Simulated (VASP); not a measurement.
# Si23C24 (a cell with a defect) in VASP: notebook, part 3 of 3

VASP 6.6.1. The steps go on from the part before.

## 4. Single point, PBEsol, collinear spin

INCAR

```
SYSTEM = Si23C24
PREC = Accurate ; ENCUT = 520
EDIFF = 1E-6 ; ISMEAR = -1
SIGMA = 0.05 ; LREAL = Auto
LASPH = .True. ; NELM = 200
ALGO = Normal ; ISIF = 2
LWAVE = .False. ; LCHARG = .False.
ISPIN = 2 ; MAGMOM = 0 0 0 0 0 0 0 0 0 0 0 0 0 0 0 0 0 0 0 0 0 0 0 0 0 0 0 0 0 0 0 0 0 0 0 0 0 0 0 0 0 0 0 0 0 0 0 0.375 0.375 0 0 0.375 0 0 0 0 0 0 0 0 0 0 0 0 0.375 0 0 0 0 0 0 0.375 0.375 0 0 0.375 0.375 0 0 0 0 0 0 0 0 0 0 0 0 0 0 0 0 0
LORBIT = 11 ; GGA = PS
NELECT = 377.0 ; ISYM = -1
NBANDS = 245 ; GGA_COMPAT = .False.
KPAR = 1
```

KPOINTS

```
explicit points
1
Reciprocal
  0.25000000   0.25000000   0.25000000 1
```

POSCAR

```
Si23C24
1.0
    9.2342040000      0.0000000000      0.0000000000
    0.0000000000     10.6627400000      0.0000000000
    0.0000000000      0.0000000000     10.0759470000
Si C
46 48
Direct
    0.9995470000      0.9992750000      0.5004170000
    0.3332430000      0.9986160000      0.4972570000
    0.1672680000      0.2504950000      0.4987320000
    0.0011890000      0.5013050000      0.5007400000
    0.6669900000      0.9998160000      0.5004450000
    0.4987620000      0.2510230000      0.4986950000
    0.1665010000      0.7481540000      0.5001670000
    0.8331240000      0.2503040000      0.4995040000
    0.6643910000      0.5010750000      0.5007020000
    0.5002570000      0.7485590000      0.5002110000
    0.8332840000      0.7498820000      0.4999660000
    0.0023100000      0.1644990000      0.2522420000
    0.1690580000      0.4164820000      0.2519280000
    0.9998150000      0.6662380000      0.2501500000
    0.6649380000      0.1645300000      0.2519700000
    0.4984450000      0.4170650000      0.2522740000
    0.3334170000      0.6667060000      0.2505660000
    0.1663240000      0.9166400000      0.2508710000
    0.8335190000      0.4165160000      0.2511930000
    0.6669810000      0.6669500000      0.2503970000
    0.5000020000      0.9173640000      0.2510560000
    0.8333140000      0.9163980000      0.2503100000
    0.1666810000      0.0827570000      0.7488900000
    0.9995580000      0.3335740000      0.7489580000
    0.4995900000      0.0828500000      0.7491250000
    0.3331590000      0.3327650000      0.7473260000
    0.1666300000      0.5828570000      0.7483550000
    0.9998530000      0.8330740000      0.7500820000
    0.8331640000      0.0833950000      0.7501160000
    0.6666920000      0.3336810000      0.7494020000
    0.4999450000      0.5829760000      0.7486450000
    0.3331620000      0.8321100000      0.7491870000
    0.8332390000      0.5833340000      0.7502020000
    0.6665900000      0.8331680000      0.7501490000
    0.0000290000      0.9997880000      0.0000890000
    0.3331510000      0.0001440000      0.9998980000
    0.1675130000      0.2485330000      0.9984920000
    0.9998480000      0.4996320000      0.9999490000
    0.6662790000      0.9998580000      0.0002420000
    0.4986140000      0.2486850000      0.9990570000
    0.3333320000      0.4994470000      0.9982800000
    0.1664580000      0.7496180000      0.9999210000
    0.8331650000      0.2499180000      0.0003410000
    0.6668880000      0.4999650000      0.0004340000
    0.5001340000      0.7499190000      0.0000820000
    0.8332740000      0.7499100000      0.0002840000
    0.9995300000      0.9991970000      0.1874040000
    0.3329220000      0.9853370000      0.1818620000
    0.1506540000      0.2572610000      0.1803980000
    0.9992090000      0.4999480000      0.1867600000
    0.6669660000      0.9992620000      0.1874250000
    0.5160620000      0.2574710000      0.1808540000
    0.3334540000      0.5002390000      0.1867050000
    0.1654360000      0.7487160000      0.1865720000
    0.8334780000      0.2497890000      0.1878950000
    0.6678550000      0.5012490000      0.1873140000
    0.5008490000      0.7495550000      0.1867630000
    0.8334230000      0.7501620000      0.1875130000
    0.9993240000      0.9995480000      0.6876290000
    0.3330660000      0.9986490000      0.6869560000
    0.1655860000      0.2494460000      0.6875370000
    0.9992740000      0.5003780000      0.6875980000
    0.6668140000      0.9996670000      0.6876600000
    0.5007770000      0.2494830000      0.6878470000
    0.3334100000      0.4994980000      0.7023980000
    0.1657550000      0.7496600000      0.6873400000
    0.8330660000      0.2497980000      0.6869840000
    0.6671450000      0.5003740000      0.6877980000
    0.5005900000      0.7498110000      0.6874600000
    0.8331510000      0.7499410000      0.6875300000
    0.9991460000      0.1651140000      0.4388400000
    0.3330650000      0.1659650000      0.4529400000
    0.1528420000      0.4105260000      0.4335990000
    0.9991110000      0.6669420000      0.4378820000
    0.6674030000      0.1658000000      0.4387960000
    0.5128410000      0.4109990000      0.4340460000
    0.3334920000      0.6808740000      0.4325240000
    0.1651000000      0.9160390000      0.4383130000
    0.8331310000      0.4173030000      0.4388960000
    0.6674130000      0.6670760000      0.4380430000
    0.5016160000      0.9165880000      0.4384900000
    0.8331620000      0.9161860000      0.4382090000
    0.1663600000      0.0822870000      0.9367760000
    0.9989660000      0.3334060000      0.9365070000
    0.4999260000      0.0824860000      0.9370590000
    0.3331690000      0.3320780000      0.9373920000
    0.1658370000      0.5832090000      0.9381540000
    0.9997140000      0.8332140000      0.9379320000
    0.8331810000      0.0832250000      0.9382400000
    0.6673330000      0.3335650000      0.9373450000
    0.5009520000      0.5834280000      0.9385730000
    0.3332440000      0.8321510000      0.9368210000
    0.8334140000      0.5834770000      0.9380070000
    0.6669050000      0.8333730000      0.9379710000
```

The run is started by

```sh
$ cat potpaw_PBE.64/Si/POTCAR potpaw_PBE.64/C/POTCAR > POTCAR
$ mpirun -np 4 vasp_std > vasp.out
```

Wall time 3.7 min (4 MPI ranks of AMD EPYC 9R45 (Zen 5), shared host); peak memory 0.48 GiB.

The run converged. Its results:

- Free energy: -728.2667 eV
- Largest force: 0.105 eV/Å
- Net moment: 5.00 μB per cell
- Site moments: Si +0.01, -0.01, -0.00, +0.00 (each value once); C +0.00, +0.28, +0.15, +0.02, +0.22, +0.03, +0.01, -0.00, +0.30, +0.23, +0.29, +0.04 (each value once) μB
- Valence electrons inside the program's atomic spheres: Si 1.69, 1.71, 1.70, 1.68 (each value once); C 2.54, 2.46, 2.45, 2.52, 2.53, 2.50, 2.47, 2.55 (each value once)

Forces in eV/Å, atoms in the order of the input:
```
Si  -0.008  0.000  0.019
Si   0.000  0.041  0.013
Si   0.039 -0.062  0.028
Si  -0.002  0.065  0.044
Si  -0.001 -0.011  0.016
Si  -0.036 -0.071  0.029
Si  -0.043  0.006  0.030
Si  -0.006 -0.028  0.017
Si  -0.005  0.056  0.047
Si   0.034  0.006  0.031
Si   0.000  0.006  0.013
Si  -0.019  0.055 -0.065
Si  -0.028 -0.009 -0.101
Si  -0.010 -0.024 -0.030
Si   0.007  0.045 -0.052
Si   0.006 -0.007 -0.084
Si   0.001 -0.018 -0.062
Si   0.000  0.006 -0.026
Si   0.005 -0.008 -0.067
Si  -0.003 -0.007 -0.030
Si  -0.010  0.004 -0.026
Si   0.003  0.001 -0.016
Si  -0.003 -0.001  0.008
Si   0.004 -0.004  0.016
Si  -0.003  0.000  0.003
Si   0.006 -0.031  0.026
Si  -0.016  0.009  0.021
Si  -0.005  0.006  0.006
Si   0.007 -0.001  0.006
Si   0.000 -0.007  0.021
Si   0.020  0.015  0.019
Si   0.003  0.011  0.013
Si   0.003  0.005  0.015
Si   0.003  0.001  0.004
Si   0.003  0.005  0.004
Si  -0.005  0.010  0.011
Si  -0.016  0.017  0.021
Si  -0.003 -0.005  0.012
Si   0.002  0.008  0.002
Si   0.021  0.018  0.020
Si  -0.004 -0.009  0.008
Si   0.000  0.000 -0.002
Si   0.000  0.009  0.021
Si   0.005 -0.007  0.005
Si  -0.003 -0.002 -0.002
Si  -0.001 -0.006  0.001
C    0.004 -0.013  0.013
C    0.016  0.009  0.025
C    0.054 -0.023  0.052
C    0.023  0.032  0.032
C   -0.004 -0.006  0.012
C   -0.049 -0.020  0.035
C    0.013  0.014  0.032
C   -0.004  0.011  0.031
C    0.000 -0.043  0.033
C   -0.032  0.010  0.025
C    0.012  0.000  0.019
C    0.001  0.010  0.012
C    0.002 -0.008 -0.007
C   -0.001 -0.017 -0.007
C   -0.014  0.013 -0.014
C    0.002  0.000 -0.019
C   -0.002 -0.001 -0.007
C    0.001  0.009 -0.020
C   -0.005  0.015 -0.023
C    0.001 -0.006 -0.011
C    0.001  0.004 -0.010
C   -0.006 -0.001 -0.021
C   -0.007 -0.008 -0.014
C    0.002  0.000 -0.007
C   -0.009  0.016  0.005
C    0.011 -0.007 -0.013
C   -0.014  0.001  0.011
C    0.005 -0.002  0.000
C   -0.003  0.029 -0.005
C    0.030  0.010  0.000
C    0.015 -0.036  0.004
C    0.018 -0.023 -0.007
C    0.004 -0.025 -0.017
C   -0.003 -0.010 -0.001
C   -0.005 -0.010 -0.007
C    0.000  0.004  0.002
C    0.009  0.000 -0.008
C    0.012 -0.014 -0.008
C   -0.001 -0.008 -0.007
C   -0.007  0.010 -0.017
C    0.000  0.006 -0.010
C    0.003 -0.006 -0.002
C   -0.003 -0.005 -0.006
C   -0.005  0.005 -0.020
C    0.001 -0.003 -0.017
C   -0.006  0.002 -0.006
C   -0.003  0.001 -0.014
C    0.001 -0.001 -0.003
```

Levels at points of the mesh, in eV from the Fermi level:
Spin up:
| k point | band 189 | band 190 | band 191 | band 192 | band 193 | band 194 |
| --- | --- | --- | --- | --- | --- | --- |
| (0.25, 0.25, 0.25) | -0.24 | -0.20 | -0.07 | 0.06 | 2.27 | 2.41 |
Spin down:
```csv
k point,band 183,band 184,band 185,band 186,band 187,band 188,band 189,band 190
"(0.25, 0.25, 0.25)",-0.94,-0.85,-0.80,-0.70,0.36,0.46,0.59,0.69
```

Caveat: the cell carries a net charge on a neutralising background, which shifts energy and pressure; the cell is charged against a uniform background, so pressure and absolute levels hang on convention; the PAW data sets were made with another functional, which shifts forces and pressure a little.
